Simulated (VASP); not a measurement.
# SnO2 (R3m) in VASP: further runs, part 2 of 2

VASP 6.6.1.

## (3) Single point, PBEsol (volume 12.087 Å^3 an atom, c/a of the conventional cell 1.8269)

INCAR reads:

```
SYSTEM = SnO2
PREC = Accurate
ENCUT = 520
EDIFF = 1E-6
ISMEAR = 0
SIGMA = 0.05
LREAL = .FALSE.
LASPH = .TRUE.
NELM = 80
ALGO = Normal
ISIF = 2
LWAVE = .FALSE.
LCHARG = .FALSE.
GGA = PS
NBANDS = 64
```

KPOINTS reads:

```
regular mesh
0
G
  6 6 6
  0 0 0
```

POSCAR reads:

```
SnO2
1.0
    3.2515857340      1.8773038989      3.9602146516
   -3.2515857340      1.8773038989      3.9602146516
    0.0000000000     -3.7546077976      3.9602146517
Sn O
4 8
Direct
    0.8646807174      0.8646807174      0.8646807174
    0.3648245829      0.3648245829      0.8648190111
    0.3648245829      0.8648190111      0.3648245829
    0.8648190111      0.3648245829      0.3648245829
    0.1235003534      0.6233501671      0.6233501671
    0.6233501671      0.1235003534      0.6233501671
    0.6233501671      0.6233501671      0.1235003534
    0.6062113146      0.6062113146      0.6062113146
    0.1234715296      0.1234715296      0.1234715296
    0.1060883083      0.1060883083      0.6062369573
    0.1060883083      0.6062369573      0.1060883083
    0.6062369573      0.1060883083      0.1060883083
```

Potentials or basis: VASP PAW PBE potentials, release 64 (Sn_d, O).

Run with:

```console
$ cat potpaw_PBE.64/Sn_d/POTCAR potpaw_PBE.64/O/POTCAR > POTCAR
$ mpirun -np 1 vasp_std > vasp.out
```

OUTCAR:

```text
SYSTEM = SnO2
   PREC = Accurate
   ENCUT = 520
   EDIFF = 1E-6
   ISMEAR = 0
   LREAL = .FALSE.
   LASPH = .TRUE.
   NELM = 80
   ISIF = 2
   GGA = PS

 ion  position               nearest neighbor table
   1  0.865  0.865  0.865-  11 2.08  12 2.08  10 2.08   6 2.08   5 2.08   7 2.08   2 3.25   2 3.25
                             3 3.25   4 3.25   3 3.25   4 3.25
   2  0.365  0.365  0.865-   9 2.08  11 2.08  12 2.08   6 2.08   5 2.08   8 2.08   3 3.25   4 3.25
                             1 3.25   1 3.25   4 3.25   3 3.25
   3  0.365  0.865  0.365-   9 2.08  10 2.08  12 2.08   7 2.08   5 2.08   8 2.08   4 3.25   2 3.25
                             1 3.25   1 3.25   4 3.25   2 3.25
   4  0.865  0.365  0.365-   9 2.08  10 2.08  11 2.08   7 2.08   6 2.08   8 2.08   3 3.25   2 3.25
                             1 3.25   1 3.25   3 3.25   2 3.25
   5  0.124  0.623  0.623-   2 2.08   3 2.08   1 2.08
   6  0.623  0.124  0.623-   2 2.08   4 2.08   1 2.08
   7  0.623  0.623  0.124-   3 2.08   4 2.08   1 2.08
   8  0.606  0.606  0.606-   3 2.08   4 2.08   2 2.08
   9  0.123  0.123  0.123-   3 2.08   4 2.08   2 2.08
  10  0.106  0.106  0.606-   1 2.08   3 2.08   4 2.08
  11  0.106  0.606  0.106-   1 2.08   2 2.08   4 2.08
  12  0.606  0.106  0.106-   1 2.08   2 2.08   3 2.08

  LATTYP: Found a trigonal (rhomboedric) cell.
 ALAT       =     5.4571402585
 COS(alpha) =     0.2899479553

  Lattice vectors:

 A1 = (   3.2515857340,   1.8773038989,   3.9602146516)
 A2 = (  -3.2515857340,   1.8773038989,   3.9602146516)
 A3 = (   0.0000000000,  -3.7546077976,   3.9602146517)

Analysis of symmetry for initial positions (statically):
=====================================================================
 Subroutine PRICEL returns:
 Original cell was already a primitive cell.

 Routine SETGRP: Setting up the symmetry group for a
 trigonal (rhombohedral) supercell.

 Subroutine GETGRP returns: Found  6 space group operations
 (whereof  6 operations were pure point group operations)
 out of a pool of 12 trial point group operations.

The static configuration has the point symmetry C_3v.

Analysis of symmetry for dynamics (positions and initial velocities):
=====================================================================
 Subroutine PRICEL returns:
 Original cell was already a primitive cell.

 Routine SETGRP: Setting up the symmetry group for a
 trigonal (rhombohedral) supercell.

 Subroutine GETGRP returns: Found  6 space group operations
 (whereof  6 operations were pure point group operations)
 out of a pool of 12 trial point group operations.

The dynamic configuration has the point symmetry C_3v.

 Subroutine INISYM returns: Found  6 space group operations
 (whereof  6 operations are pure point group operations),
 and found     1 'primitive' translations

----------------------------------------------------------------------------------------

                                     Primitive cell

  volume of cell :     145.0440

  direct lattice vectors                    reciprocal lattice vectors
     3.251585734  1.877303899  3.960214652     0.153771126  0.088779801  0.084170522
    -3.251585734  1.877303899  3.960214652    -0.153771126  0.088779801  0.084170522
     0.000000000 -3.754607798  3.960214652     0.000000000 -0.177559602  0.084170522

[... 83 lines left out ...]
 -0.333333  0.500000  0.166667     12.000000
 [... further k-points ...]
   k-points           NKPTS =     32   k-points in BZ     NKDIM =     32   number of bands    NBANDS=     64
   number of dos      NEDOS =    301   number of ions     NIONS =     12
   total plane-waves  NPLWV =  74088
   dimension x,y,z NGX =    42 NGY =   42 NGZ =   42
   dimension x,y,z NGXF=    84 NGYF=   84 NGZF=   84
   ions per type =               4   8
   NGX,Y,Z   is equivalent  to a cutoff of  12.79, 12.79, 12.79 a.u.
   NGXF,Y,Z  is equivalent  to a cutoff of  25.59, 25.59, 25.59 a.u.
 SYSTEM =  SnO2
   PREC   = accura    normal or accurate (medium, high low for compatibility)
   ISTART =      0    job   : 0-new  1-cont  2-samecut
   ICHARG =      2    charge: 1-file 2-atom 10-const
   ISPIN  =      1    spin polarized calculation?
   LNONCOLLINEAR =      F non collinear calculations
   LSORBIT =      F    spin-orbit coupling
   LASPH  =      T    aspherical Exc in radial PAW
   ENCUT  =  520.0 eV  38.22 Ry    6.18 a.u.  10.15 10.15 10.15*2*pi/ulx,y,z
   NELM   =     80;   NELMIN=  2; NELMDL= -5     # of ELM steps
   EDIFF  = 0.1E-05   stopping-criterion for ELM
   LREAL  =      F    real-space projection
   EDIFFG = 0.1E-04   stopping-criterion for IOM
   NSW    =      0    number of steps for IOM
   IBRION =     -1    ionic relax: 0-MD 1-quasi-New 2-CG
   NFREE  =      0    steps in history (QN), initial steepest desc. (CG)
   ISIF   =      2    stress and relaxation
   ISYM   =      2    0-nonsym 1-usesym 2-fastsym
   POTIM  = 0.5000    time-step for ionic-motion
   TEBEG  =    0.0;   TEEND  =   0.0 temperature during run
   PSTRESS=    0.0 pullay stress
   NELECT =     104.0000    total number of electrons
   NUPDOWN=      -1.0000    fix difference up-down
   EMIN   =  10.00;   EMAX   =-10.00  energy-range for DOS
   EFERMI =   0.00;   METHOD = LEGACY
   ISMEAR =     0;   SIGMA  =   0.05  broadening in eV -4-tet -1-fermi 0-gaus
   EFERMI_NEDOS =   21; number of points for ismear=-14 and -15
   IALGO  =     38    algorithm
   IMIX   =      4    mixing-type and parameters
     AMIX     =   0.40;   BMIX     =  1.00
     AMIX_MAG =   1.60;   BMIX_MAG =  1.00
  volume/ion in A,a.u.               =      12.09        81.57
  Fermi-wavevector in a.u.,A,eV,Ry     =   1.465276  2.768970 29.212157  2.147033
  Thomas-Fermi vector in A             =   2.581152
   LORBIT       =      0    0 simple, 1 ext, 2 COOP (PROOUT), +10 PAW based schemes
   GGA     = PS    functional components
   LHFCALC =     F    Hartree Fock is set to
   AEXX    =    0.0000 exact exchange contribution
   IVDW    =     0    specifies the selected vdW correction
   LEPSILON=     F    determine dielectric tensor
   LRPA    =     F    only Hartree local field effects (RPA)
 non-spin polarized calculation
 Gauss-broadening in eV      SIGMA  =   0.05
  energy-cutoff  :      520.00
  volume of cell :      145.04
 maximum number of plane-waves:      3922
 NGX is ok and might be reduce to    42
   NGX = 21   NGY = 21   NGZ = 21

 number of electron     104.0000004 magnetization

 Free energy of the ion-electron system (eV)
  ---------------------------------------------------
  ext. energy  EPLUGINS =         0.00000000
  ---------------------------------------------------
  free energy    TOTEN  =       -76.89628555 eV

  energy without entropy =      -76.89628555  energy(sigma->0) =      -76.89628555

 E-fermi :   5.9215     XC(G=0): -11.4132

 val. band max:        5.7015928513   @ k =   0.0000   0.0000   0.0000
 cond. band min:       7.2484986089   @ k =   0.0000   0.0000   0.0000
 fundamental gap:      1.5469057576
 Fermi energy:         5.9215142966

 k-point     1 :       0.0000    0.0000    0.0000
  band No.  band energies     occupation
      1     -15.1149      2.00000
      2     -15.1149      2.00000
      3     -15.1148      2.00000
      4     -14.6549      2.00000
      5     -14.1818      2.00000
      6     -14.1818      2.00000
[... 1597 lines left out ...]
     63      15.4399      0.00000
     64      15.7989      0.00000

 [... further k-points ...]
[... 5 lines left out ...]
  --------------------------------------------------------------------------------------
  -------------------------------------------------------------------------------------
  Total        6.4976882      6.4976882      7.8932385      0.0000000      0.0000000      0.0000000
  in kB       71.7744180     71.7744180     87.1898721      0.0000000      0.0000000      0.0000000
  external PRESSURE =      76.9129027 kB  Pullay stress =       0.0000000 kB

 VOLUME and BASIS-vectors are now :
 -----------------------------------------------------------------------------
  energy-cutoff  :      520.00
  volume of cell :      145.04
      direct lattice vectors                 reciprocal lattice vectors
     3.251585734  1.877303899  3.960214652     0.153771126  0.088779801  0.084170522
    -3.251585734  1.877303899  3.960214652    -0.153771126  0.088779801  0.084170522
     0.000000000 -3.754607798  3.960214652     0.000000000 -0.177559602  0.084170522

 POSITION                                       TOTAL-FORCE (eV/Angst)
 -----------------------------------------------------------------------------------
      0.00000      0.00000     10.27296         0.000000     -0.000000     -0.001088
      0.00000     -1.87728      6.31444         0.000000     -0.001845      0.000179
     -1.62577      0.93864      6.31444        -0.001598      0.000922      0.000179
      1.62577      0.93864      6.31444         0.001598      0.000922      0.000179
     -1.62530     -0.93837      5.42629        -0.000418     -0.000241     -1.046123
      1.62530     -0.93837      5.42629         0.000418     -0.000241     -1.046123
      0.00000      1.87674      5.42629         0.000000      0.000482     -1.046123
      0.00000      0.00000      7.20218         0.000000      0.000000      1.046470
      0.00000      0.00000      1.46692         0.000000     -0.000000     -1.045207
      0.00000     -1.87786      3.24109         0.000000      0.000428      1.045885
     -1.62628      0.93893      3.24109         0.000371     -0.000214      1.045885
      1.62628      0.93893      3.24109        -0.000371     -0.000214      1.045885
 -----------------------------------------------------------------------------------
    total drift:                                0.000000      0.000001     -0.002759

  FREE ENERGIE OF THE ION-ELECTRON SYSTEM (eV)
  ---------------------------------------------------
  free  energy   TOTEN  =       -76.8962855510 eV

  energy  without entropy=      -76.8962855510  energy(sigma->0) =      -76.89628555
```

It took 4.5 min on 1 thread of Intel Xeon Platinum 8259CL at 2.50GHz (Skylake/Cascade Lake), shared host; peak memory 0.38 GiB.

What came out:

- Free energy: -76.8963 eV
- Pressure: 7.7 GPa
- Largest force: 1.046 eV/Å
- Band gap on the k mesh: 1.55 eV

Forces in eV/Å, atoms in the order of the input:
```
Sn   0.000  0.000 -0.001
Sn   0.000 -0.002  0.000
Sn  -0.002  0.001  0.000
Sn   0.002  0.001  0.000
O    0.000  0.000 -1.046
O    0.000  0.000 -1.046
O    0.000  0.000 -1.046
O    0.000  0.000  1.046
O    0.000  0.000 -1.045
O    0.000  0.000  1.046
O    0.000  0.000  1.046
O    0.000  0.000  1.046
```

Stress tensor (GPa, compression positive):
```
7.18 0.00 0.00
0.00 7.18 0.00
0.00 0.00 8.72
```

Caveat: the PAW data sets were made with another functional, which shifts forces and pressure a little; spin-orbit coupling is left out, which moves the levels of the heavy elements.

## (4) Single point, PBEsol (volume 12.087 Å^3 an atom, c/a of the conventional cell 2.3285)

INCAR reads:

```
SYSTEM = SnO2
  ALGO = Normal
  EDIFF = 1E-6
  ENCUT = 520
  GGA = PS
  ISIF = 2
  ISMEAR = 0
  LASPH = .True.
  LCHARG = .True.
  LELF = .True.
  LREAL = .False.
  LVHAR = .True.
  LWAVE = .False.
  NBANDS = 64
  NELM = 80
  PREC = Accurate
  SIGMA = 0.05
```

KPOINTS reads:

```
k-points
0
Gamma
  6 6 6
  0 0 0
```

Edit POSCAR of step 3 so:

```diff
@@ -2,5 +2,5 @@
 1.0
-    3.2515857340      1.8773038989      3.9602146516
-   -3.2515857340      1.8773038989      3.9602146516
-    0.0000000000     -3.7546077976      3.9602146517
+    2.9989879492      1.7314664998      4.6554289598
+   -2.9989879492      1.7314664998      4.6554289598
+    0.0000000000     -3.4629329995      4.6554289598
 Sn O
```

Run with:

```console
$ cat potpaw_PBE.64/Sn_d/POTCAR potpaw_PBE.64/O/POTCAR > POTCAR
$ mpirun -np 1 vasp_std > vasp.out
```

Wall time 5.6 min (1 thread of Intel Xeon Platinum 8259CL at 2.50GHz (Skylake/Cascade Lake), shared host); peak memory 0.43 GiB.

It converged, with:

* Free energy: -75.1993 eV
* Pressure: 28.8 GPa
* Largest force: 1.016 eV/Å
* Band gap on the k mesh: 3.15 eV

Forces in eV/Å, atoms in the order of the input:
```
Sn   0.000  0.000  0.000
Sn   0.000  0.003  0.000
Sn   0.002 -0.001  0.000
Sn  -0.002 -0.001  0.000
O    0.001  0.001 -1.011
O   -0.001  0.001 -1.011
O    0.000 -0.002 -1.011
O    0.000  0.000  1.009
O    0.000  0.000 -1.016
O    0.000 -0.002  1.014
O   -0.001  0.001  1.014
O    0.001  0.001  1.014
```

Stress tensor (GPa, compression positive):
```
38.13  0.00  0.00
 0.00 38.13  0.00
 0.00  0.00 10.29
```

Levels at points of the mesh, in eV from the valence-band top:
| k point | band 50 | band 51 | band 52 | band 53 | band 54 | band 55 |
| --- | --- | --- | --- | --- | --- | --- |
| (0.00, 0.00, 0.00) | 0.00 | 0.00 | 0.00 | 3.15 | 6.42 | 6.42 |
| (0.50, 0.00, 0.00) | -0.46 | -0.16 | -0.16 | 5.76 | 5.76 | 7.39 |
| (0.50, 0.50, 0.00) | -0.50 | -0.09 | -0.09 | 6.08 | 6.09 | 7.44 |
| (0.50, 0.50, 0.50) | -0.54 | -0.53 | -0.53 | 4.58 | 6.54 | 6.92 |

Caveat: the PAW data sets were made with another functional, which shifts forces and pressure a little; spin-orbit coupling is left out, which moves the levels of the heavy elements.

## (5) Overview

| cell | gap on the mesh (eV) | pressure (GPa) | largest force (eV/Å) |
| --- | --- | --- | --- |
| a = 5.377 Å, angles 73.1°, 12 atoms | 1.92 | 18.1 | 1.60 |
| a = 5.457 Å, angles 73.1°, 12 atoms | 1.55 | 7.7 | 1.05 |
| a = 5.802 Å, angles 62.2°, 12 atoms | 3.15 | 28.8 | 1.02 |

Alike in all rows: task single point; level PBEsol; potentials or basis VASP PAW PBE potentials, release 64 (Sn_d, O); no spin polarisation; k mesh 6 × 6 × 6; cutoff (eV) 520; smearing gaussian 0.05 eV.

Caveats: the PAW data sets were made with another functional, which shifts forces and pressure a little; spin-orbit coupling is left out, which moves the levels of the heavy elements.

Total energies depend on the potentials used, so only differences within one code and one set of settings carry meaning.
